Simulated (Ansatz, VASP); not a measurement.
# One calculation of Mo2Ru3, two programs

```xyz
10
Lattice="2.8146 0.0000 0.0000 -1.4073 2.4375 0.0000 0.0000 0.0000 22.1821" Properties=species:S:1:pos:R:3 pbc="T T T"
Mo    0.0000    1.6250    4.4364
Mo    0.0000    1.6250    8.8728
Mo    0.0000    1.6250   13.3092
Mo    0.0000    1.6250   17.7457
Ru    0.0000    1.6250    0.0000
Ru    1.4073    0.8125    2.2182
Ru    1.4073    0.8125    6.6546
Ru    1.4073    0.8125   11.0910
Ru    1.4073    0.8125   15.5275
Ru    1.4073    0.8125   19.9639
```

Alike in both runs: task single point; functional PBE; k mesh 6 × 6 × 1; occupations gaussian, width 0.1 eV; no spin polarisation.

```csv
,VASP,Ansatz
version,VASP 6.6.1,Ansatz 0.2.0
potentials or method,"VASP PAW PBE potentials, release 64 (Mo_sv, Ru_pv), cutoff 520 eV","scalar-relativistic, plane waves, PAW"
valence electrons in the cell,140,152
```

|  | VASP | Ansatz | Ansatz less VASP |
| --- | --- | --- | --- |
| gap on the k mesh at the Fermi level (eV) | none | none | - |
| pressure (GPa) | -10.5 | -10.6 | -0.16 |
| traceless stress, the component that is largest in VASP (GPa) | 3.47 | 3.48 | +0.001 |
| rms of the force components (eV/Å) | 0.158 | 0.158 | 0.0000 |

Atom by atom the forces differ by 0.004 eV/Å (rms over components). A gap of «none» marks a metal or a gap that the smearing closes. With one functional, cell and mesh, what is left measures potentials, basis and numerics. VASP's potentials hold 140 valence electrons a cell and Ansatz's 152, so a difference there can come from the potentials and not from the codes.

The k mesh is coarse, so the values compare programs but aren't converged.
